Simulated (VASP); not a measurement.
Set up this calculation in VASP 6.6.1, as the native input.

```
Task                   : single point
Functional             : PBE
Potentials or basis    : VASP PAW PBE potentials, release 64 (Be, Li_sv)
Cutoff                 : 520 eV
k mesh                 : 3 × 3 × 2
Occupations            : fermi-dirac, width 0.15 eV
Spin                   : no spin polarisation
Dipole correction      : no
Further INCAR settings : LREAL = Auto; ALGO = Normal; EDIFF = 1e-07; NBANDS = 32
```

The structure of LiBe16 (a cell with a defect) lies in POSCAR:

```
LiBe16
1.0
   -2.2900000000     -3.9663960000      0.0000000000
    3.4350000000     -1.9831980000      0.0000000000
    0.0000000000      0.0000000000      7.1768600000
Be Li
16 1
Direct
    0.6920386649      0.2222940261     -0.0192548691
    0.5104053288      0.3921769032      0.2419901359
    0.7640483099      0.5391675211      0.4991466190
    0.5195482154      0.3904620695      0.7342282402
    0.4726717151     -0.1486026288      0.0379418450
    0.2366816026      0.8443625031      0.2781727721
    0.5050500422      0.0356393384      0.5072407000
    0.2559794268      0.8553304252      0.7671560452
    0.2894770222      0.4470297950     -0.0152979255
    0.0152222501      0.3515983674      0.2653053075
    0.2621317107      0.5249599543      0.5068270247
    0.0054371823      0.3539498446      0.7521551012
    0.0732726717      0.0468610770      0.0242865691
    0.7572213311      0.9066191694      0.2650443376
    0.0101778398      0.0333157433      0.5130500816
    0.7552653170      0.8922151422      0.7513136645
   -0.1261777307      0.6339503488      0.0116083509
```

These files were run (other wordings do the same):

INCAR

```
SYSTEM = LiBe16
  PREC = Accurate
  ENCUT = 520
  EDIFF = 1E-7
  ISMEAR = -1
  SIGMA = 0.15
  LREAL = Auto
  LASPH = .True.
  NELM = 60
  ALGO = Normal
  ISIF = 2
  LWAVE = .False.
  LCHARG = .False.
  GGA = PE
  NBANDS = 32
```

KPOINTS

```
Automatic mesh
0
Gamma
  3 3 2
  0 0 0
```

Potentials or basis: VASP PAW PBE potentials, release 64 (Be, Li_sv).

Launch:

```console
$ cat potpaw_PBE.64/Be/POTCAR potpaw_PBE.64/Li_sv/POTCAR > POTCAR
$ mpirun -np 1 vasp_std > vasp.out
```

It gave:

| Quantity | Value |
| --- | --- |
| Largest force | 0.063 eV/Å |

Caveat: the k points lie up to 0.53 Å⁻¹ apart.

Wall time 50 s on 1 thread of Intel(R) Xeon(R) Platinum 8488C (Sapphire Rapids), with other jobs on the host, peak memory 0.23 GiB.
